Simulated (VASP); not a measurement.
# Hf (Fm-3m) in VASP: notebook

Runs on Hf. Level: PBEsol. Tasks: electric field gradients.

All numbers are computed with VASP 6.6.1; they aren't measurements. Logs are shortened: lines on timing, memory, paths and dates and some standing lists are left out, and cuts for length are marked.

### Step 1. The cell of the first run

Symmetry: Fm-3m, No. 225, cubic system. The conventional cell has a = 4.410 Å, b = 4.410 Å, c = 4.410 Å, α = 90.00°, β = 90.00°, γ = 90.00°. Hf (site symmetry m-3m) has 12 Hf at 3.12 Å within 4.1 Å.

This isn't the form of Hf at room conditions, which is hcp.

### Step 2. Electric field gradients, PBEsol (21.44 Å³/atom)

Input file INCAR:

```
ALGO = Normal ; EDIFF = 1E-8
ENCUT = 520 ; GGA = PS
ISIF = 2 ; ISMEAR = -1
LASPH = True ; LCHARG = False
LEFG = True ; LREAL = False
LWAVE = False ; NBANDS = 11
NELM = 100 ; PREC = Accurate
SIGMA = 0.03
```

Input file KPOINTS:

```
k-points
0
Gamma
  16 16 16
```

Input file POSCAR:

```
Hf
1.0
    0.0000000000      2.2051002222      2.2051002222
    2.2051002222      0.0000000000      2.2051002222
    2.2051002222      2.2051002222      0.0000000000
Hf
1
Direct
    0.0000000000      0.0000000000      0.0000000000
```

Potentials or basis: VASP PAW PBE potentials, release 64 (Hf_pv).

The run is started by

```
> cat potpaw_PBE.64/Hf_pv/POTCAR > POTCAR
> mpirun -np 1 vasp_std > vasp.out
```

OUTCAR:

```text
EDIFF = 1E-8
   ENCUT = 520
   GGA = PS
   ISIF = 2
   ISMEAR = -1
   LASPH = True
   LREAL = False
   NELM = 100
   PREC = Accurate

 ion  position               nearest neighbor table
   1  0.000  0.000  0.000-

  LATTYP: Found a face centered cubic cell.
 ALAT       =     4.4102004444

  Lattice vectors:

 A1 = (   0.0000000000,   2.2051002222,   2.2051002222)
 A2 = (   2.2051002222,   0.0000000000,   2.2051002222)
 A3 = (   2.2051002222,   2.2051002222,   0.0000000000)

Analysis of symmetry for initial positions (statically):
=====================================================================
 Subroutine PRICEL returns:
 Original cell was already a primitive cell.

 Routine SETGRP: Setting up the symmetry group for a
 face centered cubic supercell.

 Subroutine GETGRP returns: Found 48 space group operations
 (whereof 48 operations were pure point group operations)
 out of a pool of 48 trial point group operations.

The static configuration has the point symmetry O_h .

Analysis of symmetry for dynamics (positions and initial velocities):
=====================================================================
 Subroutine PRICEL returns:
 Original cell was already a primitive cell.

 Routine SETGRP: Setting up the symmetry group for a
 face centered cubic supercell.

 Subroutine GETGRP returns: Found 48 space group operations
 (whereof 48 operations were pure point group operations)
 out of a pool of 48 trial point group operations.

The dynamic configuration has the point symmetry O_h .

 Subroutine INISYM returns: Found 48 space group operations
 (whereof 48 operations are pure point group operations),
 and found     1 'primitive' translations

----------------------------------------------------------------------------------------

                                     Primitive cell

  volume of cell :      21.4445

  direct lattice vectors                    reciprocal lattice vectors
     0.000000000  2.205100222  2.205100222    -0.226747063  0.226747063  0.226747063
     2.205100222  0.000000000  2.205100222     0.226747063 -0.226747063  0.226747063
     2.205100222  2.205100222  0.000000000     0.226747063  0.226747063 -0.226747063

  length of vectors
     3.118482641  3.118482641  3.118482641     0.392737434  0.392737434  0.392737434

  position of ions in fractional coordinates (direct lattice)
     0.000000000  0.000000000  0.000000000

  ion indices of the primitive-cell ions
   primitive index   ion index
                 1           1

----------------------------------------------------------------------------------------

 KPOINTS: k-points

Automatic generation of k-mesh.
 Grid dimensions read from file:
 generate k-points for:   16   16   16

 Generating k-lattice:

  Cartesian coordinates                     Fractional coordinates (reciprocal lattice)
    -0.014171691  0.014171691  0.014171691     0.062500000  0.000000000  0.000000000
     0.014171691 -0.014171691  0.014171691     0.000000000  0.062500000  0.000000000
     0.014171691  0.014171691 -0.014171691     0.000000000  0.000000000  0.062500000

  Length of vectors
     0.024546090  0.024546090  0.024546090

  Shift w.r.t. Gamma in fractional coordinates (k-lattice)
     0.000000000  0.000000000  0.000000000

 Subroutine IBZKPT returns following result:
 ===========================================

 Found    145 irreducible k-points:

 Following reciprocal coordinates:
            Coordinates               Weight
  0.000000  0.000000  0.000000      1.000000
  0.062500  0.000000  0.000000      8.000000
  0.125000  0.000000  0.000000      8.000000
  0.187500  0.000000  0.000000      8.000000
  0.250000  0.000000  0.000000      8.000000
  0.312500  0.000000  0.000000      8.000000
[... 16 lines left out ...]
 -0.125000  0.062500  0.000000     24.000000
 -0.062500  0.062500  0.000000     12.000000
 [... further k-points ...]
   k-points           NKPTS =    145   k-points in BZ     NKDIM =    145   number of bands    NBANDS=     11
   number of dos      NEDOS =    301   number of ions     NIONS =      1
   total plane-waves  NPLWV =  13824
   dimension x,y,z NGX =    24 NGY =   24 NGZ =   24
   dimension x,y,z NGXF=    48 NGYF=   48 NGZF=   48
   ions per type =               1
   NGX,Y,Z   is equivalent  to a cutoff of  12.79, 12.79, 12.79 a.u.
   NGXF,Y,Z  is equivalent  to a cutoff of  25.59, 25.59, 25.59 a.u.
 SYSTEM =  unknown system
   PREC   = accura    normal or accurate (medium, high low for compatibility)
   ISTART =      0    job   : 0-new  1-cont  2-samecut
   ICHARG =      2    charge: 1-file 2-atom 10-const
   ISPIN  =      1    spin polarized calculation?
   LNONCOLLINEAR =      F non collinear calculations
   LSORBIT =      F    spin-orbit coupling
   LASPH  =      T    aspherical Exc in radial PAW
   ENCUT  =  520.0 eV  38.22 Ry    6.18 a.u.   5.80  5.80  5.80*2*pi/ulx,y,z
   NELM   =    100;   NELMIN=  2; NELMDL= -5     # of ELM steps
   EDIFF  = 0.1E-07   stopping-criterion for ELM
   LREAL  =      F    real-space projection
   EDIFFG = 0.1E-06   stopping-criterion for IOM
   NSW    =      0    number of steps for IOM
   IBRION =     -1    ionic relax: 0-MD 1-quasi-New 2-CG
   NFREE  =      0    steps in history (QN), initial steepest desc. (CG)
   ISIF   =      2    stress and relaxation
   ISYM   =      2    0-nonsym 1-usesym 2-fastsym
   POTIM  = 0.5000    time-step for ionic-motion
   TEBEG  =    0.0;   TEEND  =   0.0 temperature during run
   PSTRESS=    0.0 pullay stress
   NELECT =      10.0000    total number of electrons
   NUPDOWN=      -1.0000    fix difference up-down
   EMIN   =  10.00;   EMAX   =-10.00  energy-range for DOS
   EFERMI =   0.00;   METHOD = LEGACY
   ISMEAR =    -1;   SIGMA  =   0.03  broadening in eV -4-tet -1-fermi 0-gaus
   EFERMI_NEDOS =   21; number of points for ismear=-14 and -15
   IALGO  =     38    algorithm
   IMIX   =      4    mixing-type and parameters
     AMIX     =   0.40;   BMIX     =  1.00
     AMIX_MAG =   1.60;   BMIX_MAG =  1.00
  volume/ion in A,a.u.               =      21.44       144.71
  Fermi-wavevector in a.u.,A,eV,Ry     =   1.269511  2.399028 21.927944  1.611658
  Thomas-Fermi vector in A             =   2.402548
   LORBIT       =      0    0 simple, 1 ext, 2 COOP (PROOUT), +10 PAW based schemes
   GGA     = PS    functional components
   LHFCALC =     F    Hartree Fock is set to
   AEXX    =    0.0000 exact exchange contribution
   IVDW    =     0    specifies the selected vdW correction
   LEPSILON=     F    determine dielectric tensor
   LRPA    =     F    only Hartree local field effects (RPA)
 non-spin polarized calculation
  energy-cutoff  :      520.00
  volume of cell :       21.44
 maximum number of plane-waves:       589
   NGX = 11   NGY = 11   NGZ = 11

 number of electron      10.0000001 magnetization

 Free energy of the ion-electron system (eV)
  ---------------------------------------------------
  ext. energy  EPLUGINS =         0.00000000
  ---------------------------------------------------
  free energy    TOTEN  =       -10.43431752 eV

  energy without entropy =      -10.42895765  energy(sigma->0) =      -10.43163758

 E-fermi :   4.8756     XC(G=0): -11.5878

 val. band max:        4.8690413495   @ k =   0.3125   0.0000   0.0000
 cond. band min:       4.8869105064   @ k =  -0.3125   0.3125   0.0625
 fundamental gap:      0.0178691569
 Fermi energy:         4.8756138764

 k-point     1 :       0.0000    0.0000    0.0000
  band No.  band energies     occupation
      1     -24.9298      2.00000
      2     -24.9298      2.00000
      3     -24.9298      2.00000
      4      -2.4837      2.00000
      5       6.2836      0.00000
      6       6.2836      0.00000
      7       6.2836      0.00000
      8       9.2230      0.00000
      9       9.2230      0.00000
     10      16.3872      0.00000
     11      18.0721      0.00000

 k-point     2 :       0.0625    0.0000    0.0000
  band No.  band energies     occupation
      1     -24.9684      2.00000
      2     -24.9346      2.00000
      3     -24.9346      2.00000
      4      -2.3394      2.00000
      5       6.1357      0.00000
      6       6.3534      0.00000
      7       6.3534      0.00000
      8       9.1439      0.00000
      9       9.1439      0.00000
     10      16.7110      0.00000
     11      18.0714      0.00000

 k-point     3 :       0.1250    0.0000    0.0000
  band No.  band energies     occupation
      1     -25.0771      2.00000
      2     -24.9483      2.00000
      3     -24.9483      2.00000
      4      -1.9228      2.00000
      5       5.7649      0.00000
      6       6.5267      0.00000
      7       6.5267      0.00000
      8       8.9784      0.00000
      9       8.9784      0.00000
     10      17.5055      0.00000
     11      18.0680      0.00000

 k-point     4 :       0.1875    0.0000    0.0000
  band No.  band energies     occupation
      1     -25.2362      2.00000
      2     -24.9687      2.00000
      3     -24.9687      2.00000
      4      -1.2858      2.00000
      5       5.3276      0.00000
      6       6.6792      0.00000
      7       6.6792      0.00000
      8       8.9276      0.00000
      9       8.9276      0.00000
     10      17.3776      0.00000
     11      18.0767      0.00000

 k-point     5 :       0.2500    0.0000    0.0000
  band No.  band energies     occupation
      1     -25.4188      2.00000
      2     -24.9926      2.00000
      3     -24.9926      2.00000
      4      -0.5239      2.00000
      5       4.9823      0.05556
      6       6.6523      0.00000
      7       6.6523      0.00000
      8       9.2113      0.00000
      9       9.2113      0.00000
     10      16.4719      0.00000
     11      18.0737      0.00000
[... 211 lines left out ...]
 k-point    21 :      -0.2500    0.0625    0.0000
  band No.  band energies     occupation
      1     -25.4805      2.00000
      2     -25.0393      2.00000
      3     -24.9903      2.00000
      4      -0.1487      2.00000
      5       4.8395      1.53844
      6       6.4753      0.00000
      7       6.7173      0.00000
      8       8.8582      0.00000
      9       9.9744      0.00000
     10      16.4768      0.00000
     11      18.0737      0.00000

 k-point    22 :      -0.1875    0.0625    0.0000
  band No.  band energies     occupation
      1     -25.3035      2.00000
      2     -25.0121      2.00000
      3     -24.9664      2.00000
      4      -0.9227      2.00000
      5       5.1108      0.00079
      6       6.6346      0.00000
      7       6.8224      0.00000
      8       8.4696      0.00000
      9       9.4630      0.00000
     10      17.3502      0.00000
     11      18.0792      0.00000

 k-point    23 :      -0.1250    0.0625    0.0000
  band No.  band energies     occupation
      1     -25.1412      2.00000
      2     -24.9837      2.00000
      3     -24.9474      2.00000
      4      -1.6109      2.00000
      5       5.5119      0.00000
      6       6.6184      0.00000
      7       6.6726      0.00000
      8       8.5472      0.00000
      9       9.2434      0.00000
     10      17.9860      0.00000
     11      18.0802      0.00000

 k-point    24 :      -0.0625    0.0625    0.0000
  band No.  band energies     occupation
      1     -25.0225      2.00000
      2     -24.9565      2.00000
      3     -24.9362      2.00000
      4      -2.1039      2.00000
      5       5.9026      0.00000
      6       6.4590      0.00000
      7       6.4767      0.00000
      8       8.8554      0.00000
      9       9.2088      0.00000
     10      17.2157      0.00000
     11      18.0700      0.00000

 [... further k-points ...]
[... 5 lines left out ...]
  --------------------------------------------------------------------------------------
  -------------------------------------------------------------------------------------
  Total        0.0142099      0.0142099      0.0142099      0.0000000     -0.0000000     -0.0000000
  in kB        1.0616629      1.0616629      1.0616629      0.0000000     -0.0000000     -0.0000000
  external PRESSURE =       1.0616629 kB  Pullay stress =       0.0000000 kB

 VOLUME and BASIS-vectors are now :
 -----------------------------------------------------------------------------
  energy-cutoff  :      520.00
  volume of cell :       21.44
      direct lattice vectors                 reciprocal lattice vectors
     0.000000000  2.205100222  2.205100222    -0.226747063  0.226747063  0.226747063
     2.205100222  0.000000000  2.205100222     0.226747063 -0.226747063  0.226747063
     2.205100222  2.205100222  0.000000000     0.226747063  0.226747063 -0.226747063

 POSITION                                       TOTAL-FORCE (eV/Angst)
 -----------------------------------------------------------------------------------
      0.00000      0.00000      0.00000         0.000000      0.000000      0.000000
 -----------------------------------------------------------------------------------
    total drift:                               -0.000000      0.000000     -0.000000

  FREE ENERGIE OF THE ION-ELECTRON SYSTEM (eV)
  ---------------------------------------------------
  free  energy   TOTEN  =       -10.4343175158 eV

  energy  without entropy=      -10.4289576487  energy(sigma->0) =      -10.43163758

 Electric field gradients (V/A^2)
---------------------------------------------------------------------
 ion       V_xx      V_yy      V_zz      V_xy      V_xz      V_yz
---------------------------------------------------------------------
   1       0.000    -0.000     0.000    -0.000    -0.000    -0.000
---------------------------------------------------------------------

 Electric field gradients after diagonalization (V/A^2)
 (convention: |V_zz| > |V_xx| > |V_yy|)
----------------------------------------------------------------------
 ion       V_xx      V_yy      V_zz     asymmetry (V_yy - V_xx)/ V_zz
----------------------------------------------------------------------
   1       0.000     0.000    -0.000       0.000
----------------------------------------------------------------------

           NMR quadrupolar parameters

 Cq : quadrupolar parameter    Cq=e*Q*V_zz/h
 eta: asymmetry parameters     (V_yy - V_xx)/ V_zz
 Q  : nuclear electric quadrupole moment in mb (millibarn)
----------------------------------------------------------------------
 ion       Cq(MHz)       eta       Q (mb)
----------------------------------------------------------------------
   1      -0.000       0.000       1.000
----------------------------------------------------------------------
```

Wall time 32 s (1 thread of Intel Xeon 8259CL, shared host); peak memory 0.16 GiB.

What came out:

* Free energy: -10.4343 eV
* Pressure: 0.1 GPa
* Band gap on the k mesh: zero (bands 5 and 6 overlap by 1.80 eV)
* Largest electric field gradient by atom: under 0.05 V/Å² on every atom

Levels at points of the mesh, in eV from the Fermi level:
| k point | band 1 | band 2 | band 3 | band 4 | band 5 | band 6 | band 7 | band 8 | band 9 | band 10 |
| --- | --- | --- | --- | --- | --- | --- | --- | --- | --- | --- |
| (0.00, 0.00, 0.00) | -29.81 | -29.81 | -29.81 | -7.36 | 1.41 | 1.41 | 1.41 | 4.35 | 4.35 | 11.51 |
| (0.50, 0.00, 0.00) | -30.75 | -29.93 | -29.93 | -3.77 | 0.76 | 1.17 | 1.17 | 6.61 | 6.61 | 9.91 |
| (0.50, 0.50, 0.00) | -30.69 | -30.14 | -30.14 | -3.44 | -2.29 | 2.78 | 6.61 | 7.28 | 7.28 | 10.27 |

Caveat: the PAW data sets were made with another functional, which shifts forces and pressure a little; spin-orbit coupling is left out, which moves the levels of the heavy elements.

(Continued in part 2 of 2.)
